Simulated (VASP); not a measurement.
# ZnS (Cm) in VASP: single point with r2SCAN

Aim: the single point of ZnS with r2SCAN.

All numbers are computed with VASP 6.6.1; they aren't measurements. Logs are shortened: lines on timing, memory, paths and dates and some standing lists are left out, and cuts for length are marked.

### Step 1. The cell of the first run

Symmetry: Cm, No. 8, monoclinic system. Conventional cell: a = 6.593 Å, b = 3.807 Å, c = 6.246 Å, α = 90.00°, β = 90.00°, γ = 90.00°. Within 3.0 Å of Zn (site symmetry m) lie 4 S at 2.31 to 2.42 Å. Zn (site symmetry m) has 4 S at 2.33 to 2.34 Å within 3.1 Å. Within 3.1 Å of S (site symmetry m) lie 4 Zn at 2.31 to 2.33 Å. S (site symmetry m) has 4 Zn at 2.31 to 2.42 Å within 3.0 Å.

### Step 2. Single point, r2SCAN (atom 1 (Zn) moved -0.090 Å towards its neighbour atom 4 (S) at 2.334 Å)

Contents of POSCAR:

```
ZnS
1.0
    3.8067217484      0.0000000000      0.0000000000
   -1.9033608742      3.2967177392      0.0000000000
    0.0000000000      0.0000000000      6.2457351519
Zn S
2 2
Direct
    0.3590404338      0.6795202169      0.0102380817
    0.6666666667      0.3333333333      0.5053880718
    0.3333333333      0.6666666667      0.3796119282
    0.6666666667      0.3333333333      0.8796119282
```

Contents of INCAR.step1:

```
SYSTEM = ZnS
PREC = Accurate ; ENCUT = 520
ISMEAR = 0 ; SIGMA = 0.05
LREAL = .False. ; LASPH = .True.
NELM = 60 ; NBANDS = 26
GGA = PE ; ALGO = Normal
EDIFF = 1E-4 ; LWAVE = .True.
LCHARG = .False.
```

Contents of INCAR.step2:

```
SYSTEM = ZnS
PREC = Accurate ; ENCUT = 520
EDIFF = 1E-6 ; ISMEAR = 0
SIGMA = 0.05 ; LREAL = .False.
LASPH = .True. ; NELM = 60
ALGO = Normal ; ISIF = 2
LWAVE = .False. ; LCHARG = .False.
METAGGA = R2SCAN ; LMIXTAU = .True.
NBANDS = 26 ; ISTART = 1
```

Contents of KPOINTS:

```
Automatic mesh
0
Gamma
  6 6 4
  0 0 0
```

Potentials or basis: VASP PAW PBE potentials, release 64 (Zn, S).

Run with:

```
$ cat potpaw_PBE.64/Zn/POTCAR potpaw_PBE.64/S/POTCAR > POTCAR
$ cp INCAR.step1 INCAR
$ mpirun -np 1 vasp_std > vasp.out
$ cp INCAR.step2 INCAR
$ mpirun -np 1 vasp_std > vasp.out
```

OUTCAR:

```text
SYSTEM = ZnS
   PREC = Accurate
   ENCUT = 520
   EDIFF = 1E-6
   ISMEAR = 0
   LREAL = .False.
   LASPH = .True.
   NELM = 60
   ISIF = 2
   METAGGA = R2SCAN
   ISTART = 1

 ion  position               nearest neighbor table
   1  0.359  0.680  0.010-   4 2.31   4 2.31   3 2.31   4 2.42
   2  0.667  0.333  0.505-   3 2.33   3 2.33   3 2.33   4 2.34
   3  0.333  0.667  0.380-   1 2.31   2 2.33   2 2.33   2 2.33
   4  0.667  0.333  0.880-   1 2.31   1 2.31   2 2.34   1 2.42

  LATTYP: Found a hexagonal cell.
 ALAT       =     3.8067217484
 C/A-ratio  =     1.6407122886

  Lattice vectors:

 A1 = (   3.8067217484,   0.0000000000,   0.0000000000)
 A2 = (  -1.9033608742,   3.2967177392,   0.0000000000)
 A3 = (   0.0000000000,   0.0000000000,   6.2457351519)

Analysis of symmetry for initial positions (statically):
=====================================================================
 Subroutine PRICEL returns:
 Original cell was already a primitive cell.

 Routine SETGRP: Setting up the symmetry group for a
 hexagonal supercell.

 Subroutine GETGRP returns: Found  2 space group operations
 (whereof  2 operations were pure point group operations)
 out of a pool of 24 trial point group operations.

The static configuration has the point symmetry C_1h.

Analysis of symmetry for dynamics (positions and initial velocities):
=====================================================================
 Subroutine PRICEL returns:
 Original cell was already a primitive cell.

 Routine SETGRP: Setting up the symmetry group for a
 hexagonal supercell.

 Subroutine GETGRP returns: Found  2 space group operations
 (whereof  2 operations were pure point group operations)
 out of a pool of 24 trial point group operations.

The dynamic configuration has the point symmetry C_1h.

 Subroutine INISYM returns: Found  2 space group operations
 (whereof  2 operations are pure point group operations),
 and found     1 'primitive' translations

----------------------------------------------------------------------------------------

                                     Primitive cell

  volume of cell :      78.3820

  direct lattice vectors                    reciprocal lattice vectors
     3.806721748  0.000000000  0.000000000     0.262693222  0.151666002  0.000000000
    -1.903360874  3.296717739  0.000000000     0.000000000  0.303332004  0.000000000
     0.000000000  0.000000000  6.245735152     0.000000000  0.000000000  0.160109255

  length of vectors
     3.806721748  3.806721748  6.245735152     0.303332004  0.303332004  0.160109255

  position of ions in fractional coordinates (direct lattice)
     0.359040434  0.679520217  0.010238082
     0.666666667  0.333333333  0.505388072
     0.333333333  0.666666667  0.379611928
     0.666666667  0.333333333  0.879611928

  ion indices of the primitive-cell ions
   primitive index   ion index
                 1           1
                 2           2
                 3           3
                 4           4

----------------------------------------------------------------------------------------

 KPOINTS: Automatic mesh

Automatic generation of k-mesh.
 Grid dimensions read from file:
 generate k-points for:    6    6    4

 Generating k-lattice:

  Cartesian coordinates                     Fractional coordinates (reciprocal lattice)
     0.043782204  0.025277667  0.000000000     0.166666667  0.000000000  0.000000000
     0.000000000  0.050555334  0.000000000     0.000000000  0.166666667  0.000000000
     0.000000000  0.000000000  0.040027314     0.000000000  0.000000000  0.250000000

  Length of vectors
     0.050555334  0.050555334  0.040027314

  Shift w.r.t. Gamma in fractional coordinates (k-lattice)
     0.000000000  0.000000000  0.000000000

 Subroutine IBZKPT returns following result:
 ===========================================

 Found     47 irreducible k-points:

 Following reciprocal coordinates:
            Coordinates               Weight
  0.000000  0.000000  0.000000      1.000000
  0.166667  0.000000  0.000000      2.000000
  0.000000  0.166667  0.000000      4.000000
  0.333333  0.000000  0.000000      2.000000
  0.000000  0.333333  0.000000      4.000000
  0.500000  0.000000  0.000000      1.000000
[... 16 lines left out ...]
  0.500000  0.000000  0.250000      2.000000
  0.000000  0.500000  0.250000      4.000000
 [... further k-points ...]
   k-points           NKPTS =     47   k-points in BZ     NKDIM =     47   number of bands    NBANDS=     26
   number of dos      NEDOS =    301   number of ions     NIONS =      4
   total plane-waves  NPLWV =  37632
   dimension x,y,z NGX =    28 NGY =   28 NGZ =   48
   dimension x,y,z NGXF=    56 NGYF=   56 NGZF=   96
   ions per type =               2   2
   NGX,Y,Z   is equivalent  to a cutoff of  12.23, 12.23, 12.78 a.u.
   NGXF,Y,Z  is equivalent  to a cutoff of  24.46, 24.46, 25.55 a.u.
 SYSTEM =  ZnS
   PREC   = accura    normal or accurate (medium, high low for compatibility)
   ISTART =      1    job   : 0-new  1-cont  2-samecut
   ICHARG =      0    charge: 1-file 2-atom 10-const
   ISPIN  =      1    spin polarized calculation?
   LNONCOLLINEAR =      F non collinear calculations
   LSORBIT =      F    spin-orbit coupling
   LASPH  =      T    aspherical Exc in radial PAW
   ENCUT  =  520.0 eV  38.22 Ry    6.18 a.u.   7.08  7.08 11.61*2*pi/ulx,y,z
   NELM   =     60;   NELMIN=  2; NELMDL=  0     # of ELM steps
   EDIFF  = 0.1E-05   stopping-criterion for ELM
   LREAL  =      F    real-space projection
   EDIFFG = 0.1E-04   stopping-criterion for IOM
   NSW    =      0    number of steps for IOM
   IBRION =     -1    ionic relax: 0-MD 1-quasi-New 2-CG
   NFREE  =      0    steps in history (QN), initial steepest desc. (CG)
   ISIF   =      2    stress and relaxation
   ISYM   =      2    0-nonsym 1-usesym 2-fastsym
   POTIM  = 0.5000    time-step for ionic-motion
   TEBEG  =    0.0;   TEEND  =   0.0 temperature during run
   PSTRESS=    0.0 pullay stress
   NELECT =      36.0000    total number of electrons
   NUPDOWN=      -1.0000    fix difference up-down
   EMIN   =  10.00;   EMAX   =-10.00  energy-range for DOS
   EFERMI =   0.00;   METHOD = LEGACY
   ISMEAR =     0;   SIGMA  =   0.05  broadening in eV -4-tet -1-fermi 0-gaus
   EFERMI_NEDOS =   21; number of points for ismear=-14 and -15
   IALGO  =     38    algorithm
   IMIX   =      4    mixing-type and parameters
     AMIX     =   0.40;   BMIX     =  1.00
     AMIX_MAG =   1.60;   BMIX_MAG =  1.00
  volume/ion in A,a.u.               =      19.60       132.24
  Fermi-wavevector in a.u.,A,eV,Ry     =   1.263097  2.386908 21.706940  1.595415
  Thomas-Fermi vector in A             =   2.396472
   LORBIT       =      0    0 simple, 1 ext, 2 COOP (PROOUT), +10 PAW based schemes
   METAGGA = R2SCAN    functional components
   LHFCALC =     F    Hartree Fock is set to
   AEXX    =    0.0000 exact exchange contribution
   IVDW    =     0    specifies the selected vdW correction
   LEPSILON=     F    determine dielectric tensor
   LRPA    =     F    only Hartree local field effects (RPA)
 non-spin polarized calculation
 Gauss-broadening in eV      SIGMA  =   0.05
  energy-cutoff  :      520.00
  volume of cell :       78.38
 maximum number of plane-waves:      2130
   NGX = 15   NGY = 15   NGZ = 23

 number of electron      35.9999997 magnetization

 Free energy of the ion-electron system (eV)
  ---------------------------------------------------
  ext. energy  EPLUGINS =         0.00000000
  ---------------------------------------------------
  free energy    TOTEN  =       -37.69955274 eV

  energy without entropy =      -37.69955274  energy(sigma->0) =      -37.69955274

 E-fermi :   2.2339     XC(G=0): -10.3107

 val. band max:        1.9555235908   @ k =   0.0000   0.0000   0.0000
 cond. band min:       4.6974555350   @ k =   0.0000   0.0000   0.0000
 fundamental gap:      2.7419319441
 Fermi energy:         2.2338622101

 k-point     1 :       0.0000    0.0000    0.0000
  band No.  band energies     occupation
      1     -11.8427      2.00000
      2     -10.8680      2.00000
      3      -4.6466      2.00000
      4      -4.6342      2.00000
      5      -4.5984      2.00000
      6      -4.5162      2.00000
[... 18 lines left out ...]
     25      10.2729      0.00000
     26      11.7712      0.00000

 k-point     2 :       0.1667    0.0000    0.0000
  band No.  band energies     occupation
      1     -11.6574      2.00000
      2     -10.7680      2.00000
      3      -4.6193      2.00000
      4      -4.6016      2.00000
      5      -4.5971      2.00000
      6      -4.4681      2.00000
[... 18 lines left out ...]
     25      10.7076      0.00000
     26      11.0943      0.00000

 k-point     3 :       0.0000    0.1667    0.0000
  band No.  band energies     occupation
      1     -11.6545      2.00000
      2     -10.7663      2.00000
      3      -4.6404      2.00000
      4      -4.6040      2.00000
      5      -4.5622      2.00000
      6      -4.4882      2.00000
[... 18 lines left out ...]
     25      10.6507      0.00000
     26      10.9933      0.00000

 k-point     4 :       0.3333    0.0000    0.0000
  band No.  band energies     occupation
      1     -11.2156      2.00000
      2     -10.5885      2.00000
      3      -4.6063      2.00000
      4      -4.5514      2.00000
      5      -4.5284      2.00000
      6      -4.3646      2.00000
[... 18 lines left out ...]
     25      11.1300      0.00000
     26      12.3468      0.00000
[... 496 lines left out ...]
      1     -11.1289      2.00000
      2     -10.6835      2.00000
      3      -4.6229      2.00000
      4      -4.5517      2.00000
      5      -4.5270      2.00000
      6      -4.3937      2.00000
[... 18 lines left out ...]
     25      11.3758      0.00000
     26      12.4062      0.00000

 k-point    23 :       0.5000    0.0000    0.2500
  band No.  band energies     occupation
      1     -10.8661      2.00000
      2     -10.5888      2.00000
      3      -4.6197      2.00000
      4      -4.5044      2.00000
      5      -4.4811      2.00000
      6      -4.3452      2.00000
[... 18 lines left out ...]
     25      12.4104      0.00000
     26      13.2469      0.00000

 k-point    24 :       0.0000    0.5000    0.2500
  band No.  band energies     occupation
      1     -10.8499      2.00000
      2     -10.5810      2.00000
      3      -4.6110      2.00000
      4      -4.4739      2.00000
      5      -4.4584      2.00000
      6      -4.3432      2.00000
[... 18 lines left out ...]
     25      12.4289      0.00000
     26      13.2448      0.00000

 [... further k-points ...]

------------------------ aborting loop because EDIFF is reached ----------------------------------------

  FORCE on cell =-STRESS in cart. coord.  units (eV):
  Direction    XX          YY          ZZ          XY          YZ          ZX
  --------------------------------------------------------------------------------------
  -------------------------------------------------------------------------------------
  Total       -0.1725736      0.1505109      0.2250848     -0.2797993     -0.1268656     -0.2197432
  in kB       -3.5275108      3.0765363      4.6008730     -5.7192725     -2.5932109     -4.4916872
  external PRESSURE =       1.3832995 kB  Pullay stress =       0.0000000 kB

 VOLUME and BASIS-vectors are now :
 -----------------------------------------------------------------------------
  energy-cutoff  :      520.00
  volume of cell :       78.38
      direct lattice vectors                 reciprocal lattice vectors
     3.806721748  0.000000000  0.000000000     0.262693222  0.151666002  0.000000000
    -1.903360874  3.296717739  0.000000000     0.000000000  0.303332004  0.000000000
     0.000000000  0.000000000  6.245735152     0.000000000  0.000000000  0.160109255

 POSITION                                       TOTAL-FORCE (eV/Angst)
 -----------------------------------------------------------------------------------
      0.07339      2.24019      0.06394        -0.343533     -0.198339     -0.223135
      1.90336      1.09891      3.15652        -0.015134     -0.008738      0.072763
     -0.00000      2.19781      2.37096         0.019875      0.011475      0.126432
      1.90336      1.09891      5.49382         0.338792      0.195601      0.023941
 -----------------------------------------------------------------------------------
    total drift:                                0.003327      0.001879     -0.021724

  FREE ENERGIE OF THE ION-ELECTRON SYSTEM (eV)
  ---------------------------------------------------
  free  energy   TOTEN  =       -37.6995527440 eV

  energy  without entropy=      -37.6995527440  energy(sigma->0) =      -37.69955274
```

Wall time 4 min (1 thread of AMD EPYC 7R13 (Zen 3), shared host); peak memory 0.21 GiB.

What came out:

```
Free energy            : -37.6996 eV
Pressure               : 0.1 GPa
Largest force          : 0.455 eV/Å
Band gap on the k mesh : 2.74 eV
```

Forces in eV/Å, atoms in the order of the input:
```
Zn  -0.344 -0.198 -0.223
Zn  -0.015 -0.009  0.073
S    0.020  0.011  0.126
S    0.339  0.196  0.024
```

Stress tensor (GPa, compression positive):
```
-0.35 -0.57 -0.45
-0.57  0.31 -0.26
-0.45 -0.26  0.46
```

Levels at points of the mesh, in eV from the valence-band top:
```
           k point  band 16  band 17  band 18  band 19  band 20  band 21
(0.00, 0.00, 0.00)    -0.14    -0.06     0.00     2.74     3.60     6.70
(0.50, 0.00, 0.00)    -2.36    -1.72    -0.93     3.94     4.70     5.39
(0.00, 0.50, 0.00)    -2.34    -1.83    -0.91     4.04     4.76     5.39
(0.00, 0.00, 0.50)    -0.57    -0.54    -0.37     4.03     4.14     7.06
(0.50, 0.00, 0.50)    -1.75    -1.68    -1.64     3.83     3.94     5.56
(0.00, 0.50, 0.50)    -1.76    -1.71    -1.57     3.87     3.96     5.58
```

Caveat: the cell differs from its parent crystal (atom 1 (Zn) moved -0.090 Å towards its neighbour atom 4 (S) at 2.334 Å); the PAW data sets were made with another functional, which shifts forces and pressure a little.
